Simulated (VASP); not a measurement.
Wanted: the native input for a VASP 6.6.1 run.

- Task: relaxation of cell and atoms
- Functional: PBE
- Potentials or basis: VASP PAW PBE potentials, release 64 (K_sv, Mg, F)
- Cutoff: 600 eV
- k mesh: 6 × 6 × 6
- Occupations: gaussian, width 0.02 eV
- Spin: no spin polarisation
- Dipole correction: no
- Further INCAR settings: ALGO = Normal; EDIFF = 1e-07; IBRION = 2; EDIFFG = -0.01; NSW = 100; ISIF = 3

The structure of KMgF3 lies in POSCAR:

```
KMgF3
1.0
    4.0530920237      0.0000000000      0.0000000000
    0.0000000000      4.0530920237      0.0000000000
    0.0000000000      0.0000000000      4.0530920237
K Mg F
1 1 3
Direct
    0.5000000000      0.5000000000      0.5000000000
    0.0000000000      0.0000000000      0.0000000000
    0.0000000000      0.5000000000      0.0000000000
    0.5000000000      0.0000000000      0.0000000000
    0.0000000000      0.0000000000      0.5000000000
```

One way to write it, as run:

INCAR

```
SYSTEM = KMgF3
ALGO = Normal
EDIFF = 1E-7
EDIFFG = -0.01
ENCUT = 600
GGA = PE
IBRION = 2
ISIF = 3
ISMEAR = 0
LASPH = .TRUE.
LCHARG = .FALSE.
LREAL = .FALSE.
LWAVE = .FALSE.
NELM = 100
NSW = 100
PREC = Accurate
SIGMA = 0.02
```

KPOINTS

```
k-points
0
G
  6 6 6
  0 0 0
```

Potentials or basis: VASP PAW PBE potentials, release 64 (K_sv, Mg, F).

The run is started by

```bash
$ cat potpaw_PBE.64/K_sv/POTCAR potpaw_PBE.64/Mg/POTCAR potpaw_PBE.64/F/POTCAR > POTCAR
$ mpirun -np 1 vasp_std > vasp.out
```

It gave:

* Relaxed volume: 13.24 Å³/atom
* Relaxed cell: a = 4.045 Å, b = 4.045 Å, c = 4.045 Å, α = 90.00°, β = 90.00°, γ = 90.00°
* Space group after relaxing (to 0.1 Å): Pm-3m (No. 221)
* Energy gained by relaxing: 0.1 meV/atom
* Ionic steps: 2
* Pressure after relaxing: -0.1 GPa
* Band gap on the k mesh: 6.98 eV (least direct gap 7.30 eV)

Wall time 74 s on 1 thread of Intel Xeon 8259CL, with other jobs on the host, peak memory 0.2 GiB.
